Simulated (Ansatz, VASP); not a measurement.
Two plane-wave programs on Mn

```
CELL_PARAMETERS angstrom
3.10252 0.00000 0.00000
0.00000 3.10252 0.00000
0.00000 0.00000 3.10252
ATOMIC_POSITIONS crystal
Mn 0.00000 0.00000 0.00000
Mn 0.50000 0.50000 0.50000
```

Alike in both runs: task single point; functional r2SCAN; k mesh 17 × 17 × 17; occupations fermi-dirac, width 0.05 eV; collinear spin.

```csv
,VASP,Ansatz
version,VASP 6.6.1,Ansatz 0.2.0
potentials or method,"VASP PAW PBE potentials, release 64 (Mn_pv), cutoff 520 eV","plane waves (500 eV) with PAW, scalar-relativistic"
valence electrons in the cell,26,30
```

|  | VASP | Ansatz | Ansatz less VASP |
| --- | --- | --- | --- |
| net moment per atom (μB) | 0.00 | 0.00 | 0.000 |
| size of the moment on the site where the two differ most (μB) | 3.85 | 3.83 | -0.017 |

VASP's potentials were made for PBE, not for r2SCAN. Site moments also hang on the region over which each program counts them. VASP's potentials hold 26 valence electrons a cell and Ansatz's 30, so a difference there can come from the potentials and not from the codes. Ansatz's warnings: stability check not made.
